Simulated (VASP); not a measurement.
# CdSe (F-43m) in VASP: further runs

Runs on CdSe. Level: PBE. Tasks: electric field gradients.

Everything below comes from runs of VASP 6.6.1. Logs are shortened: lines on timing, memory, paths and dates and some standing lists are left out, and cuts for length are marked.

### Step 1. The cell of the first run

It takes space group F-43m (No. 216, cubic). The conventional cell has a = 6.058 Å, b = 6.058 Å, c = 6.058 Å, α = 90.00°, β = 90.00°, γ = 90.00°. Cd (site symmetry -43m) has 4 Se at 2.62 Å within 3.5 Å. Se (site symmetry -43m) has 4 Cd at 2.62 Å within 3.5 Å.

### Step 2. Electric field gradients, PBE (volume scaled by 0.96)

The input, INCAR:

```
PREC = Accurate
ENCUT = 520
EDIFF = 1E-8
ISMEAR = -1
SIGMA = 0.03
LREAL = False
LASPH = True
NELM = 60
ALGO = Normal
ISIF = 2
LWAVE = False
LCHARG = False
GGA = PE
LEFG = True
NBANDS = 16
```

The input, KPOINTS:

```
regular mesh
0
Gamma
  8 8 8
```

The input, POSCAR:

```
CdSe
1.0
    0.0000000000      3.0287759606      3.0287759606
    3.0287759606      0.0000000000      3.0287759606
    3.0287759606      3.0287759606      0.0000000000
Cd Se
1 1
Direct
    0.0000000000      0.0000000000      0.0000000000
    0.2500000000      0.2500000000      0.2500000000
```

Potentials or basis: VASP PAW PBE potentials, release 64 (Cd, Se).

Run with:

```bash
cat potpaw_PBE.64/Cd/POTCAR potpaw_PBE.64/Se/POTCAR > POTCAR
mpirun -np 1 vasp_std > vasp.out
```

OUTCAR:

```text
PREC = Accurate
   ENCUT = 520
   EDIFF = 1E-8
   ISMEAR = -1
   LREAL = False
   LASPH = True
   NELM = 60
   ISIF = 2
   GGA = PE

 ion  position               nearest neighbor table
   1  0.000  0.000  0.000-   2 2.62   2 2.62   2 2.62   2 2.62
   2  0.250  0.250  0.250-   1 2.62   1 2.62   1 2.62   1 2.62

  LATTYP: Found a face centered cubic cell.
 ALAT       =     6.0575519212

  Lattice vectors:

 A1 = (   0.0000000000,   3.0287759606,   3.0287759606)
 A2 = (   3.0287759606,   0.0000000000,   3.0287759606)
 A3 = (   3.0287759606,   3.0287759606,   0.0000000000)

Analysis of symmetry for initial positions (statically):
=====================================================================
 Subroutine PRICEL returns:
 Original cell was already a primitive cell.

 Routine SETGRP: Setting up the symmetry group for a
 face centered cubic supercell.

 Subroutine GETGRP returns: Found 24 space group operations
 (whereof 24 operations were pure point group operations)
 out of a pool of 48 trial point group operations.

The static configuration has the point symmetry T_d .

Analysis of symmetry for dynamics (positions and initial velocities):
=====================================================================
 Subroutine PRICEL returns:
 Original cell was already a primitive cell.

 Routine SETGRP: Setting up the symmetry group for a
 face centered cubic supercell.

 Subroutine GETGRP returns: Found 24 space group operations
 (whereof 24 operations were pure point group operations)
 out of a pool of 48 trial point group operations.

The dynamic configuration has the point symmetry T_d .

 Subroutine INISYM returns: Found 24 space group operations
 (whereof 24 operations are pure point group operations),
 and found     1 'primitive' translations

----------------------------------------------------------------------------------------

                                     Primitive cell

  volume of cell :      55.5689

  direct lattice vectors                    reciprocal lattice vectors
     0.000000000  3.028775961  3.028775961    -0.165083191  0.165083191  0.165083191
     3.028775961  0.000000000  3.028775961     0.165083191 -0.165083191  0.165083191
     3.028775961  3.028775961  0.000000000     0.165083191  0.165083191 -0.165083191

  length of vectors
     4.283336041  4.283336041  4.283336041     0.285932474  0.285932474  0.285932474

  position of ions in fractional coordinates (direct lattice)
     0.000000000  0.000000000  0.000000000
     0.250000000  0.250000000  0.250000000

  ion indices of the primitive-cell ions
   primitive index   ion index
                 1           1
                 2           2

----------------------------------------------------------------------------------------

 KPOINTS: regular mesh

Automatic generation of k-mesh.
 Grid dimensions read from file:
 generate k-points for:    8    8    8

 Generating k-lattice:

  Cartesian coordinates                     Fractional coordinates (reciprocal lattice)
    -0.020635399  0.020635399  0.020635399     0.125000000  0.000000000  0.000000000
     0.020635399 -0.020635399  0.020635399     0.000000000  0.125000000  0.000000000
     0.020635399  0.020635399 -0.020635399     0.000000000  0.000000000  0.125000000

  Length of vectors
     0.035741559  0.035741559  0.035741559

  Shift w.r.t. Gamma in fractional coordinates (k-lattice)
     0.000000000  0.000000000  0.000000000

 Subroutine IBZKPT returns following result:
 ===========================================

 Found     29 irreducible k-points:

 Following reciprocal coordinates:
            Coordinates               Weight
  0.000000  0.000000  0.000000      1.000000
  0.125000  0.000000  0.000000      8.000000
  0.250000  0.000000  0.000000      8.000000
  0.375000  0.000000  0.000000      8.000000
  0.500000  0.000000  0.000000      4.000000
  0.125000  0.125000  0.000000      6.000000
[... 16 lines left out ...]
  0.500000  0.250000  0.125000     48.000000
 -0.375000  0.250000  0.125000     24.000000
 [... further k-points ...]
   k-points           NKPTS =     29   k-points in BZ     NKDIM =     29   number of bands    NBANDS=     16
   number of dos      NEDOS =    301   number of ions     NIONS =      2
   total plane-waves  NPLWV =  32768
   dimension x,y,z NGX =    32 NGY =   32 NGZ =   32
   dimension x,y,z NGXF=    64 NGYF=   64 NGZF=   64
   ions per type =               1   1
   NGX,Y,Z   is equivalent  to a cutoff of  12.42, 12.42, 12.42 a.u.
   NGXF,Y,Z  is equivalent  to a cutoff of  24.84, 24.84, 24.84 a.u.
 SYSTEM =  unknown system
   PREC   = accura    normal or accurate (medium, high low for compatibility)
   ISTART =      0    job   : 0-new  1-cont  2-samecut
   ICHARG =      2    charge: 1-file 2-atom 10-const
   ISPIN  =      1    spin polarized calculation?
   LNONCOLLINEAR =      F non collinear calculations
   LSORBIT =      F    spin-orbit coupling
   LASPH  =      T    aspherical Exc in radial PAW
   ENCUT  =  520.0 eV  38.22 Ry    6.18 a.u.   7.96  7.96  7.96*2*pi/ulx,y,z
   NELM   =     60;   NELMIN=  2; NELMDL= -5     # of ELM steps
   EDIFF  = 0.1E-07   stopping-criterion for ELM
   LREAL  =      F    real-space projection
   EDIFFG = 0.1E-06   stopping-criterion for IOM
   NSW    =      0    number of steps for IOM
   IBRION =     -1    ionic relax: 0-MD 1-quasi-New 2-CG
   NFREE  =      0    steps in history (QN), initial steepest desc. (CG)
   ISIF   =      2    stress and relaxation
   ISYM   =      2    0-nonsym 1-usesym 2-fastsym
   POTIM  = 0.5000    time-step for ionic-motion
   TEBEG  =    0.0;   TEEND  =   0.0 temperature during run
   PSTRESS=    0.0 pullay stress
   NELECT =      18.0000    total number of electrons
   NUPDOWN=      -1.0000    fix difference up-down
   EMIN   =  10.00;   EMAX   =-10.00  energy-range for DOS
   EFERMI =   0.00;   METHOD = LEGACY
   ISMEAR =    -1;   SIGMA  =   0.03  broadening in eV -4-tet -1-fermi 0-gaus
   EFERMI_NEDOS =   21; number of points for ismear=-14 and -15
   IALGO  =     38    algorithm
   IMIX   =      4    mixing-type and parameters
     AMIX     =   0.40;   BMIX     =  1.00
     AMIX_MAG =   1.60;   BMIX_MAG =  1.00
  volume/ion in A,a.u.               =      27.78       187.50
  Fermi-wavevector in a.u.,A,eV,Ry     =   1.124316  2.124650 17.198951  1.264087
  Thomas-Fermi vector in A             =   2.260987
   LORBIT       =      0    0 simple, 1 ext, 2 COOP (PROOUT), +10 PAW based schemes
   GGA     = PE    functional components
   LHFCALC =     F    Hartree Fock is set to
   AEXX    =    0.0000 exact exchange contribution
   IVDW    =     0    specifies the selected vdW correction
   LEPSILON=     F    determine dielectric tensor
   LRPA    =     F    only Hartree local field effects (RPA)
 non-spin polarized calculation
  energy-cutoff  :      520.00
  volume of cell :       55.57
 maximum number of plane-waves:      1524
   NGX = 15   NGY = 15   NGZ = 15

 number of electron      17.9999997 magnetization

 Free energy of the ion-electron system (eV)
  ---------------------------------------------------
  ext. energy  EPLUGINS =         0.00000000
  ---------------------------------------------------
  free energy    TOTEN  =        -5.45155803 eV

  energy without entropy =       -5.45155791  energy(sigma->0) =       -5.45155797

 E-fermi :   1.3759     XC(G=0):  -8.9414

 val. band max:        1.0407710956   @ k =   0.0000   0.0000   0.0000
 cond. band min:       1.6756646945   @ k =   0.0000   0.0000   0.0000
 fundamental gap:      0.6348935989
 Fermi energy:         1.3758844742

 k-point     1 :       0.0000    0.0000    0.0000
  band No.  band energies     occupation
      1     -11.6230      2.00000
      2      -6.9362      2.00000
      3      -6.9362      2.00000
      4      -6.9362      2.00000
      5      -6.5481      2.00000
      6      -6.5481      2.00000
[... 8 lines left out ...]
     15      12.1689      0.00000
     16      12.1689      0.00000

 k-point     2 :       0.1250    0.0000    0.0000
  band No.  band energies     occupation
      1     -11.5678      2.00000
      2      -6.9184      2.00000
      3      -6.9184      2.00000
      4      -6.8877      2.00000
      5      -6.5491      2.00000
      6      -6.5491      2.00000
[... 8 lines left out ...]
     15      11.3876      0.00000
     16      11.5904      0.00000
[... 387 lines left out ...]
      5      -6.5254      2.00000
      6      -6.3050      2.00000
[... 8 lines left out ...]
     15      12.9958      0.00000
     16      13.7103      0.00000

 k-point    24 :      -0.3750    0.2500    0.1250
  band No.  band energies     occupation
      1     -11.1798      2.00000
      2      -6.8018      2.00000
      3      -6.7760      2.00000
      4      -6.5688      2.00000
      5      -6.5313      2.00000
      6      -6.1535      2.00000
[... 8 lines left out ...]
     15      12.7586      0.00000
     16      13.7283      0.00000

 [... further k-points ...]
[... 5 lines left out ...]
  --------------------------------------------------------------------------------------
  -------------------------------------------------------------------------------------
  Total        1.3507220      1.3507220      1.3507220      0.0000000      0.0000000      0.0000000
  in kB       38.9444088     38.9444088     38.9444088      0.0000000      0.0000000      0.0000000
  external PRESSURE =      38.9444088 kB  Pullay stress =       0.0000000 kB

 VOLUME and BASIS-vectors are now :
 -----------------------------------------------------------------------------
  energy-cutoff  :      520.00
  volume of cell :       55.57
      direct lattice vectors                 reciprocal lattice vectors
     0.000000000  3.028775961  3.028775961    -0.165083191  0.165083191  0.165083191
     3.028775961  0.000000000  3.028775961     0.165083191 -0.165083191  0.165083191
     3.028775961  3.028775961  0.000000000     0.165083191  0.165083191 -0.165083191

 POSITION                                       TOTAL-FORCE (eV/Angst)
 -----------------------------------------------------------------------------------
      0.00000      0.00000      0.00000        -0.000000     -0.000000     -0.000000
      1.51439      1.51439      1.51439         0.000000      0.000000      0.000000
 -----------------------------------------------------------------------------------
    total drift:                               -0.000000     -0.000000     -0.000000

  FREE ENERGIE OF THE ION-ELECTRON SYSTEM (eV)
  ---------------------------------------------------
  free  energy   TOTEN  =        -5.4515580316 eV

  energy  without entropy=       -5.4515579057  energy(sigma->0) =       -5.45155797

 Electric field gradients (V/A^2)
---------------------------------------------------------------------
 ion       V_xx      V_yy      V_zz      V_xy      V_xz      V_yz
---------------------------------------------------------------------
   1       0.000     0.000     0.000    -0.001    -0.001    -0.001
   2      -0.000    -0.000    -0.000    -0.000    -0.000    -0.000
---------------------------------------------------------------------

 Electric field gradients after diagonalization (V/A^2)
 (convention: |V_zz| > |V_xx| > |V_yy|)
----------------------------------------------------------------------
 ion       V_xx      V_yy      V_zz     asymmetry (V_yy - V_xx)/ V_zz
----------------------------------------------------------------------
   1       0.001     0.001    -0.002       0.000
   2       0.000     0.000    -0.000       0.000
----------------------------------------------------------------------

           NMR quadrupolar parameters

 Cq : quadrupolar parameter    Cq=e*Q*V_zz/h
 eta: asymmetry parameters     (V_yy - V_xx)/ V_zz
 Q  : nuclear electric quadrupole moment in mb (millibarn)
----------------------------------------------------------------------
 ion       Cq(MHz)       eta       Q (mb)
----------------------------------------------------------------------
   1      -0.000       0.000       1.000
   2      -0.000       0.000       1.000
----------------------------------------------------------------------
```

Run time: 17 s. Hardware: 1 thread of AMD EPYC 9R45 (Zen 5), shared host; peak memory 0.15 GiB.

What came out:

```
Free energy            : -5.4516 eV
Pressure               : 3.9 GPa
Band gap on the k mesh : 0.63 eV, direct
```

Levels at points of the mesh, in eV from the valence-band top:
```csv
k point,band 6,band 7,band 8,band 9,band 10,band 11,band 12,band 13
"(0.00, 0.00, 0.00)",-7.59,0.00,0.00,0.00,0.63,5.94,5.94,5.94
"(0.50, 0.00, 0.00)",-7.28,-4.46,-0.77,-0.77,2.41,6.45,6.45,7.46
"(0.50, 0.50, 0.00)",-7.22,-4.14,-1.90,-1.90,3.12,3.77,9.18,10.29
```

Caveat: without QUAD_EFG the Cq values of the log hold for a quadrupole moment of 1 mb, not for the nuclei.

(Continued in part 2 of 3.)
